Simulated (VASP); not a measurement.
Write the native input for VASP 6.6.1 that does the following.

```
Task                   : single point
Functional             : PBEsol
Potentials or basis    : VASP PAW PBE potentials, release 64 (In_d)
Cutoff                 : 520 eV
k mesh                 : 14 × 14 × 14
Occupations            : fermi-dirac, width 0.05 eV
Spin                   : no spin polarisation
Dipole correction      : no
Further INCAR settings : ALGO = Normal; EDIFF = 1e-07; NBANDS = 26
```

The structure of In lies in POSCAR:

```
In
1.0
    1.6529404484      0.9543256128      8.2074632500
   -1.6529404484      0.9543256128      8.2074632500
    0.0000000000     -1.9086512257      8.2074632500
In
3
Direct
    0.0000000000      0.0000000000      0.0000000000
    0.7780122400      0.7780122400      0.7780122400
    0.2219877600      0.2219877600      0.2219877600
```

This cell differs from its parent crystal: equal xx and yy strain of -1 %.

The input as run:

INCAR

```
ALGO = Normal ; EDIFF = 1E-7
ENCUT = 520 ; GGA = PS
ISIF = 2 ; ISMEAR = -1
LASPH = T ; LCHARG = T
LELF = T ; LREAL = F
LVHAR = T ; LWAVE = F
NBANDS = 26 ; NELM = 60
PREC = Accurate ; SIGMA = 0.05
```

KPOINTS

```
k-points
0
Gamma
  14 14 14
```

Potentials or basis: VASP PAW PBE potentials, release 64 (In_d).

Run with:

```bash
$ cat potpaw_PBE.64/In_d/POTCAR > POTCAR
$ mpirun -np 1 vasp_std > vasp.out
```

It gave:

```
Pressure               : -0.5 GPa
Largest force          : 0.019 eV/Å
Band gap on the k mesh : zero (an odd number of electrons rules out a gap without spin polarisation)
```

Caveat: the cell differs from its parent crystal (equal xx and yy strain of -1 %); the PAW data sets were made with another functional, which shifts forces and pressure a little; spin-orbit coupling is left out, which moves the levels of the heavy elements.

Wall time 24 min on 1 thread of Intel(R) Xeon(R) Platinum 8488C (Sapphire Rapids), with other jobs on the host, peak memory 0.83 GiB.
